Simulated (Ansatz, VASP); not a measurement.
**One calculation of F, two programs**

INCAR

```
PREC     = Accurate       # precision mode
ENCUT    = 520            # plane-wave cutoff, eV
EDIFF    = 1E-6           # SCF threshold, eV
ISMEAR   = -1             # smearing method
SIGMA    = 0.05           # smearing width, eV
LREAL    = F              # projectors in reciprocal space
LASPH    = T              # aspherical terms in the spheres
NELM     = 100            # most SCF steps
ALGO     = Normal         # electronic algorithm
ISIF     = 2              # what is computed and relaxed
LWAVE    = F              # write WAVECAR
LCHARG   = F              # write CHGCAR
GGA      = PE             # functional
NBANDS   = 14             # bands
```

KPOINTS

```
Automatic mesh
0
Gamma
  17 17 17
```

File POSCAR:

```
F
1.0
   -1.9637058772      1.9637058772      1.4635923466
    1.9637058772     -1.9637058772      1.4635923466
    1.9637058772      1.9637058772     -1.4635923466
F
2
Direct
   -0.3750000000     -0.1250000000     -0.2500000000
    0.3750000000      0.1250000000      0.2500000000
```

Input for Ansatz:

```yaml
crystal:
  lattice:
    - [-1.9637058772, 1.9637058772, 1.4635923466]
    - [1.9637058772, -1.9637058772, 1.4635923466]
    - [1.9637058772, 1.9637058772, -1.4635923466]
  atoms:
    - { symbol: F, position: [-0.375, -0.125, -0.25] }
    - { symbol: F, position: [0.375, 0.125, 0.25] }
kpoints:
  mp_grid: { grid: [17, 17, 17] }
  band_path:
    path:
      - [0.0, 0.0, 0.0]
      - [0.0, 0.0, 0.5]
      - [-0.5, 0.5, 0.5]
      - [0.0, 0.0, 0.0]
      - [0.3888760605, 0.3888760605, -0.3888760605]
      - [-0.3888760605, 0.6111239395, 0.3888760605]
      - [-0.5, 0.5, 0.5]
      - [0.0, 0.0, 0.5]
      - [0.25, 0.25, 0.25]
    npoints: 14
scf:
  occupations: { method: fermi_dirac, width: 0.05 }
hamiltonian:
  xc: pbe
  pseudopotentials: { kind: all_electron, lapw: { basis_error: 0.001 } }
output:
  forces: true
  stress: true
  eigenvalues: true
  populations: true
  dos: { projected: true, de: 0.2, e_range: [-14, 8] }
```

Alike in both runs: task single point; functional PBE; k mesh 17 × 17 × 17; occupations fermi-dirac, width 0.05 eV; no spin polarisation.

```csv
,VASP,Ansatz
version,VASP 6.6.1,Ansatz 0.2.0
potentials or method,"VASP PAW PBE potentials, release 64 (F), cutoff 520 eV","all-electron LAPW, scalar-relativistic"
```

|  | VASP | Ansatz | Ansatz less VASP |
| --- | --- | --- | --- |
| pressure (GPa) | -0.7 | -0.1 | +0.66 |
| traceless stress, the component that is largest in VASP (GPa) | 0.05 | 0.07 | +0.026 |

Ansatz ran all-electron here, and VASP with PAW potentials.
